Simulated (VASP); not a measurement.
# Al2InAs3 (I-4m2) in VASP: a series of runs

Al2InAs3 is run at these levels: PBE; tasks: single point, relaxation of cell and atoms.

Everything below comes from runs of VASP 6.6.1. Logs are shortened: lines on timing, memory, paths and dates and some standing lists are left out, and cuts for length are marked.

## (1) The cell of the first run

The structure is tetragonal, space group I-4m2 (No. 119). The conventional cell has a = 3.926 Å, b = 3.926 Å, c = 16.656 Å, α = 90.00°, β = 90.00°, γ = 90.00°. Within 3.2 Å of Al (site symmetry 2mm) lie 4 As at 2.40 Å. Within 3.2 Å of In (site symmetry -4m2) lie 4 As at 2.40 Å. Within 3.2 Å of As (site symmetry 2mm) lie 2 In at 2.40 Å and 2 Al at 2.40 Å. As (site symmetry -4m2) has 4 Al at 2.40 Å within 3.2 Å.

## (2) Single point, PBE

INCAR reads:

```
SYSTEM = Al2InAs3
  PREC = Accurate
  ENCUT = 520
  EDIFF = 1E-6
  ISMEAR = 0
  SIGMA = 0.1
  LREAL = .FALSE.
  LASPH = .TRUE.
  NELM = 80
  ALGO = Normal
  ISIF = 2
  LWAVE = .FALSE.
  LCHARG = .FALSE.
  GGA = PE
  NBANDS = 26
```

KPOINTS reads:

```
Automatic mesh
0
G
  6 6 6
  0 0 0
```

POSCAR reads:

```
Al2InAs3
1.0
   -1.9629459000      1.9629459000      8.3280741300
    1.9629459000     -1.9629459000      8.3280741300
    1.9629459000      1.9629459000     -8.3280741300
Al In As
2 1 3
Direct
    0.4166666700      0.9166666700      0.5000000000
    0.0833333300      0.5833333300      0.5000000000
    0.7500000000      0.2500000000      0.5000000000
    0.8333333300      0.8333333300      0.0000000000
    0.5000000000      0.5000000000      0.0000000000
    0.1666666700      0.1666666700      0.0000000000
```

Potentials or basis: VASP PAW PBE potentials, release 64 (Al, In_d, As).

On the command line:

```sh
> cat potpaw_PBE.64/Al/POTCAR potpaw_PBE.64/In_d/POTCAR potpaw_PBE.64/As/POTCAR > POTCAR
> mpirun -np 1 vasp_std > vasp.out
```

OUTCAR:

```text
SYSTEM = Al2InAs3
   PREC = Accurate
   ENCUT = 520
   EDIFF = 1E-6
   ISMEAR = 0
   LREAL = .FALSE.
   LASPH = .TRUE.
   NELM = 80
   ISIF = 2
   GGA = PE

 ion  position               nearest neighbor table
   1  0.417  0.917  0.500-   5 2.40   5 2.40   4 2.40   4 2.40
   2  0.083  0.583  0.500-   5 2.40   5 2.40   6 2.40   6 2.40
   3  0.750  0.250  0.500-   4 2.40   6 2.40   4 2.40   6 2.40
   4  0.833  0.833  0.000-   3 2.40   3 2.40   1 2.40   1 2.40
   5  0.500  0.500  0.000-   2 2.40   1 2.40   2 2.40   1 2.40
   6  0.167  0.167  0.000-   3 2.40   3 2.40   2 2.40   2 2.40

  LATTYP: Found a body centered tetragonal cell.
 ALAT       =     3.9258918000
 C/A-ratio  =     4.2426406810

  Lattice vectors:

 A1 = (  -1.9629459000,   1.9629459000,   8.3280741300)
 A2 = (   1.9629459000,  -1.9629459000,   8.3280741300)
 A3 = (   1.9629459000,   1.9629459000,  -8.3280741300)

Analysis of symmetry for initial positions (statically):
=====================================================================
 Subroutine PRICEL returns:
 Original cell was already a primitive cell.

 Routine SETGRP: Setting up the symmetry group for a
 body centered tetragonal supercell.

 Subroutine GETGRP returns: Found  8 space group operations
 (whereof  8 operations were pure point group operations)
 out of a pool of 16 trial point group operations.

The static configuration has the point symmetry D_2d.

Analysis of symmetry for dynamics (positions and initial velocities):
=====================================================================
 Subroutine PRICEL returns:
 Original cell was already a primitive cell.

 Routine SETGRP: Setting up the symmetry group for a
 body centered tetragonal supercell.

 Subroutine GETGRP returns: Found  8 space group operations
 (whereof  8 operations were pure point group operations)
 out of a pool of 16 trial point group operations.

The dynamic configuration has the point symmetry D_2d.

 Subroutine INISYM returns: Found  8 space group operations
 (whereof  8 operations are pure point group operations),
 and found     1 'primitive' translations

----------------------------------------------------------------------------------------

                                     Primitive cell

  volume of cell :     128.3575

  direct lattice vectors                    reciprocal lattice vectors
    -1.962945900  1.962945900  8.328074130     0.000000000  0.254719195  0.060037890
     1.962945900 -1.962945900  8.328074130     0.254719195  0.000000000  0.060037890
     1.962945900  1.962945900 -8.328074130     0.254719195  0.254719195  0.000000000

  length of vectors
     8.778560926  8.778560926  8.778560926     0.261699096  0.261699096  0.360227341

  position of ions in fractional coordinates (direct lattice)
     0.416666670  0.916666670  0.500000000
     0.083333330  0.583333330  0.500000000
     0.750000000  0.250000000  0.500000000
     0.833333330  0.833333330  0.000000000
     0.500000000  0.500000000  0.000000000
     0.166666670  0.166666670  0.000000000

  ion indices of the primitive-cell ions
   primitive index   ion index
                 1           1
                 2           2
                 3           3
                 4           4
                 5           5
                 6           6

----------------------------------------------------------------------------------------

 KPOINTS: Automatic mesh

Automatic generation of k-mesh.
 Grid dimensions read from file:
 generate k-points for:    6    6    6

 Generating k-lattice:

  Cartesian coordinates                     Fractional coordinates (reciprocal lattice)
     0.000000000  0.042453199  0.010006315     0.166666667 -0.000000000  0.000000000
     0.042453199  0.000000000  0.010006315    -0.000000000  0.166666667  0.000000000
     0.042453199  0.042453199  0.000000000     0.000000000  0.000000000  0.166666667

  Length of vectors
     0.043616516  0.043616516  0.060037890

  Shift w.r.t. Gamma in fractional coordinates (k-lattice)
     0.000000000  0.000000000  0.000000000

 Subroutine IBZKPT returns following result:
 ===========================================

 Found     30 irreducible k-points:

 Following reciprocal coordinates:
            Coordinates               Weight
  0.000000  0.000000  0.000000      1.000000
  0.166667  0.000000  0.000000      8.000000
  0.333333  0.000000  0.000000      8.000000
  0.500000  0.000000 -0.000000      4.000000
  0.166667  0.166667 -0.000000      8.000000
  0.333333  0.166667 -0.000000     16.000000
[... 16 lines left out ...]
 -0.333333 -0.333333  0.166667      8.000000
 -0.166667 -0.333333  0.166667      8.000000
 [... further k-points ...]
   k-points           NKPTS =     30   k-points in BZ     NKDIM =     30   number of bands    NBANDS=     26
   number of dos      NEDOS =    301   number of ions     NIONS =      6
   total plane-waves  NPLWV = 343000
   dimension x,y,z NGX =    70 NGY =   70 NGZ =   70
   dimension x,y,z NGXF=   140 NGYF=  140 NGZF=  140
   ions per type =               2   1   3
   NGX,Y,Z   is equivalent  to a cutoff of  13.26, 13.26, 13.26 a.u.
   NGXF,Y,Z  is equivalent  to a cutoff of  26.51, 26.51, 26.51 a.u.
 SYSTEM =  Al2InAs3
   PREC   = accura    normal or accurate (medium, high low for compatibility)
   ISTART =      0    job   : 0-new  1-cont  2-samecut
   ICHARG =      2    charge: 1-file 2-atom 10-const
   ISPIN  =      1    spin polarized calculation?
   LNONCOLLINEAR =      F non collinear calculations
   LSORBIT =      F    spin-orbit coupling
   LASPH  =      T    aspherical Exc in radial PAW
   ENCUT  =  520.0 eV  38.22 Ry    6.18 a.u.  16.32 16.32 16.32*2*pi/ulx,y,z
   NELM   =     80;   NELMIN=  2; NELMDL= -5     # of ELM steps
   EDIFF  = 0.1E-05   stopping-criterion for ELM
   LREAL  =      F    real-space projection
   EDIFFG = 0.1E-04   stopping-criterion for IOM
   NSW    =      0    number of steps for IOM
   IBRION =     -1    ionic relax: 0-MD 1-quasi-New 2-CG
   NFREE  =      0    steps in history (QN), initial steepest desc. (CG)
   ISIF   =      2    stress and relaxation
   ISYM   =      2    0-nonsym 1-usesym 2-fastsym
   POTIM  = 0.5000    time-step for ionic-motion
   TEBEG  =    0.0;   TEEND  =   0.0 temperature during run
   PSTRESS=    0.0 pullay stress
   NELECT =      34.0000    total number of electrons
   NUPDOWN=      -1.0000    fix difference up-down
   EMIN   =  10.00;   EMAX   =-10.00  energy-range for DOS
   EFERMI =   0.00;   METHOD = LEGACY
   ISMEAR =     0;   SIGMA  =   0.10  broadening in eV -4-tet -1-fermi 0-gaus
   EFERMI_NEDOS =   21; number of points for ismear=-14 and -15
   IALGO  =     38    algorithm
   IMIX   =      4    mixing-type and parameters
     AMIX     =   0.40;   BMIX     =  1.00
     AMIX_MAG =   1.60;   BMIX_MAG =  1.00
  volume/ion in A,a.u.               =      21.39       144.37
  Fermi-wavevector in a.u.,A,eV,Ry     =   1.051382  1.986825 15.039949  1.105405
  Thomas-Fermi vector in A             =   2.186423
   LORBIT       =      0    0 simple, 1 ext, 2 COOP (PROOUT), +10 PAW based schemes
   GGA     = PE    functional components
   LHFCALC =     F    Hartree Fock is set to
   AEXX    =    0.0000 exact exchange contribution
   IVDW    =     0    specifies the selected vdW correction
   LEPSILON=     F    determine dielectric tensor
   LRPA    =     F    only Hartree local field effects (RPA)
 non-spin polarized calculation
 Gauss-broadening in eV      SIGMA  =   0.10
  energy-cutoff  :      520.00
  volume of cell :      128.36
 maximum number of plane-waves:      3486
 NGX is ok and might be reduce to    70
   NGX = 33   NGY = 33   NGZ = 33

 number of electron      34.0000002 magnetization

 Free energy of the ion-electron system (eV)
  ---------------------------------------------------
  ext. energy  EPLUGINS =         0.00000000
  ---------------------------------------------------
  free energy    TOTEN  =       -25.03078080 eV

  energy without entropy =      -25.03078080  energy(sigma->0) =      -25.03078080

 E-fermi :   5.8805     XC(G=0):  -9.6035

 val. band max:        5.4566777494   @ k =   0.0000   0.0000   0.0000
 cond. band min:       6.6447053603   @ k =   0.5000   0.5000  -0.0000
 fundamental gap:      1.1880276109
 Fermi energy:         5.8805369373

 k-point     1 :       0.0000    0.0000    0.0000
  band No.  band energies     occupation
      1      -9.4904      2.00000
      2      -9.1708      2.00000
      3      -9.1708      2.00000
      4      -9.0438      2.00000
      5      -8.9681      2.00000
      6      -7.3766      2.00000
[... 18 lines left out ...]
     25       9.7002      0.00000
     26      13.8299      0.00000

 k-point     2 :       0.1667    0.0000    0.0000
  band No.  band energies     occupation
      1      -9.4699      2.00000
      2      -9.2190      2.00000
      3      -9.1687      2.00000
      4      -9.0309      2.00000
      5      -8.9779      2.00000
      6      -7.1275      2.00000
[... 18 lines left out ...]
     25      10.6300      0.00000
     26      11.7028      0.00000

 k-point     3 :       0.3333    0.0000    0.0000
  band No.  band energies     occupation
      1      -9.4348      2.00000
      2      -9.2984      2.00000
      3      -9.1646      2.00000
      4      -9.0066      2.00000
      5      -8.9976      2.00000
      6      -6.4557      2.00000
[... 572 lines left out ...]
 k-point    23 :      -0.3333   -0.3333    0.1667
  band No.  band energies     occupation
      1      -9.4518      2.00000
      2      -9.2433      2.00000
      3      -9.1757      2.00000
      4      -9.0221      2.00000
      5      -8.9889      2.00000
      6      -6.7680      2.00000
[... 18 lines left out ...]
     25      11.0672      0.00000
     26      11.1602      0.00000

 k-point    24 :      -0.1667   -0.3333    0.1667
  band No.  band energies     occupation
      1      -9.4706      2.00000
      2      -9.2188      2.00000
      3      -9.1687      2.00000
      4      -9.0307      2.00000
      5      -8.9779      2.00000
      6      -7.0528      2.00000
[... 18 lines left out ...]
     25      10.6959      0.00000
     26      11.0905      0.00000

 [... further k-points ...]

------------------------ aborting loop because EDIFF is reached ----------------------------------------

  FORCE on cell =-STRESS in cart. coord.  units (eV):
  Direction    XX          YY          ZZ          XY          YZ          ZX
  --------------------------------------------------------------------------------------
  -------------------------------------------------------------------------------------
  Total       13.2537980     13.2537980     13.0506469      0.0000000      0.0000000      0.0000000
  in kB      165.4358754    165.4358754    162.9001138      0.0000000      0.0000000      0.0000000
  external PRESSURE =     164.5906215 kB  Pullay stress =       0.0000000 kB

 VOLUME and BASIS-vectors are now :
 -----------------------------------------------------------------------------
  energy-cutoff  :      520.00
  volume of cell :      128.36
      direct lattice vectors                 reciprocal lattice vectors
    -1.962945900  1.962945900  8.328074130     0.000000000  0.254719195  0.060037890
     1.962945900 -1.962945900  8.328074130     0.254719195  0.000000000  0.060037890
     1.962945900  1.962945900 -8.328074130     0.254719195  0.254719195  0.000000000

 POSITION                                       TOTAL-FORCE (eV/Angst)
 -----------------------------------------------------------------------------------
      1.96295      0.00000      6.94006         0.000000     -0.000000      0.063835
      1.96295      0.00000      1.38801         0.000000     -0.000000     -0.063835
      0.00000      1.96295      4.16404         0.000000     -0.000000      0.000000
      0.00000      0.00000     13.88012        -0.000000      0.000000      2.329696
      0.00000      0.00000      8.32807         0.000000     -0.000000      0.000000
      0.00000      0.00000      2.77602        -0.000000      0.000000     -2.329696
 -----------------------------------------------------------------------------------
    total drift:                                0.000000     -0.000000      0.000000

  FREE ENERGIE OF THE ION-ELECTRON SYSTEM (eV)
  ---------------------------------------------------
  free  energy   TOTEN  =       -25.0307807988 eV

  energy  without entropy=      -25.0307807988  energy(sigma->0) =      -25.03078080
```

Wall time 7.8 min (1 thread of Intel Xeon Platinum 8488C (Sapphire Rapids), shared host); peak memory 0.68 GiB.

Results:

| Property | Result |
| --- | --- |
| Free energy | -25.0308 eV |
| Pressure | 16.5 GPa |
| Largest force | 2.330 eV/Å |
| Band gap on the k mesh | 1.19 eV, indirect (least direct gap 1.57 eV) |

Forces in eV/Å, atoms in the order of the input:
```
Al   0.000  0.000  0.064
Al   0.000  0.000 -0.064
In   0.000  0.000  0.000
As   0.000  0.000  2.330
As   0.000  0.000  0.000
As   0.000  0.000 -2.330
```

Stress tensor (GPa, compression positive):
```
16.54  0.00  0.00
 0.00 16.54  0.00
 0.00  0.00 16.29
```

Levels at points of the mesh, in eV from the valence-band top:
```tsv
k point	band 13	band 14	band 15	band 16	band 17	band 18	band 19	band 20	band 21	band 22
(0.00, 0.00, 0.00)	-2.09	-2.09	-0.04	0.00	0.00	1.60	1.92	2.05	2.74	3.03
(0.50, 0.00, 0.00)	-2.65	-1.22	-1.18	-1.06	-0.93	2.08	3.13	3.35	4.61	4.65
(0.50, 0.50, 0.00)	-3.37	-3.31	-3.26	-2.66	-2.65	1.19	2.14	2.88	3.28	3.93
(0.50, 0.50, 0.50)	-1.95	-1.18	-1.18	-0.79	-0.79	1.20	2.13	3.00	3.22	3.92
```

Caveat: spin-orbit coupling is left out, which moves the levels of the heavy elements; forces of over 1 eV/Å act on the atoms, so gaps and moduli don't describe the material at rest. A hybrid or GW would open this gap; PBE tends to underestimate it.

## (3) Single point, PBE

This run uses another cell than the first one, of 25.30 Å³/atom, 1.183 times its volume.

INCAR reads:

```
  PREC = Accurate
  ENCUT = 520
  EDIFF = 1E-6
  ISMEAR = 0
  SIGMA = 0.1
  LREAL = False
  LASPH = True
  NELM = 100
  ALGO = Normal
  ISIF = 2
  LWAVE = False
  LCHARG = True
  GGA = PE
  LELF = True
  LVHAR = True
  NBANDS = 26
```

KPOINTS reads:

```
regular mesh
0
Gamma
  6 6 6
```

POSCAR reads:

```
Al2InAs3
1.0
   -2.0753398439      2.0753398439      8.8125307387
    2.0753398439     -2.0753398439      8.8125307387
    2.0753398439      2.0753398439     -8.8125307387
Al In As
2 1 3
Direct
    0.4206586569      0.9206586569      0.5000000000
    0.0793413431      0.5793413431      0.5000000000
    0.7500000000      0.2500000000      0.5000000000
    0.8426863553      0.8426863553      0.0000000000
    0.5000000000      0.5000000000      0.0000000000
    0.1573136447      0.1573136447      0.0000000000
```

Potentials or basis: VASP PAW PBE potentials, release 64 (Al, In_d, As).

On the command line:

```sh
> cat potpaw_PBE.64/Al/POTCAR potpaw_PBE.64/In_d/POTCAR potpaw_PBE.64/As/POTCAR > POTCAR
> mpirun -np 1 vasp_std > vasp.out
```

OUTCAR:

```text
PREC = Accurate
   ENCUT = 520
   EDIFF = 1E-6
   ISMEAR = 0
   LREAL = False
   LASPH = True
   NELM = 100
   ISIF = 2
   GGA = PE

 ion  position               nearest neighbor table
   1  0.421  0.921  0.500-   4 2.49   4 2.49   5 2.50   5 2.50
   2  0.079  0.579  0.500-   6 2.49   6 2.49   5 2.50   5 2.50
   3  0.750  0.250  0.500-   4 2.64   6 2.64   4 2.64   6 2.64
   4  0.843  0.843  0.000-   1 2.49   1 2.49   3 2.64   3 2.64
   5  0.500  0.500  0.000-   1 2.50   2 2.50   2 2.50   1 2.50
   6  0.157  0.157  0.000-   2 2.49   2 2.49   3 2.64   3 2.64
[... 904 lines left out ...]
  -------------------------------------------------------------------------------------
  Total        0.1992923      0.1992923      0.1907514      0.0000000      0.0000000     -0.0000000
  in kB        2.1031100      2.1031100      2.0129789      0.0000000      0.0000000     -0.0000000
  external PRESSURE =       2.0730663 kB  Pullay stress =       0.0000000 kB

 VOLUME and BASIS-vectors are now :
 -----------------------------------------------------------------------------
  energy-cutoff  :      520.00
  volume of cell :      151.82
      direct lattice vectors                 reciprocal lattice vectors
    -2.075339844  2.075339844  8.812530739     0.000000000  0.240924397  0.056737391
     2.075339844 -2.075339844  8.812530739     0.240924397  0.000000000  0.056737391
     2.075339844  2.075339844 -8.812530739     0.240924397  0.240924397  0.000000000

 POSITION                                       TOTAL-FORCE (eV/Angst)
 -----------------------------------------------------------------------------------
      2.07534      0.00000      7.41413        -0.000000      0.000000      0.001602
      2.07534      0.00000      1.39840        -0.000000      0.000000     -0.001602
      0.00000      2.07534      4.40627        -0.000000      0.000000     -0.000000
      0.00000      0.00000     14.85240         0.000000     -0.000000      0.004302
      0.00000      0.00000      8.81253        -0.000000      0.000000     -0.000000
      0.00000      0.00000      2.77266         0.000000     -0.000000     -0.004302
 -----------------------------------------------------------------------------------
    total drift:                                0.000000     -0.000000      0.000000

  FREE ENERGIE OF THE ION-ELECTRON SYSTEM (eV)
  ---------------------------------------------------
  free  energy   TOTEN  =       -26.3940975969 eV

  energy  without entropy=      -26.3940975969  energy(sigma->0) =      -26.39409760
```

Wall time 7.6 min (1 thread of Intel Xeon Platinum 8488C (Sapphire Rapids), shared host); peak memory 0.74 GiB.

Results:

- Free energy: -26.3941 eV
- Pressure: 0.2 GPa
- Largest force: 0.004 eV/Å
- Band gap on the k mesh: 0.86 eV, direct

Forces on the atoms (eV/Å):
```
Al   0.000  0.000  0.002
Al   0.000  0.000 -0.002
In   0.000  0.000  0.000
As   0.000  0.000  0.004
As   0.000  0.000  0.000
As   0.000  0.000 -0.004
```

Caveat: spin-orbit coupling is left out, which moves the levels of the heavy elements.

(Continued in part 2 of 2.)
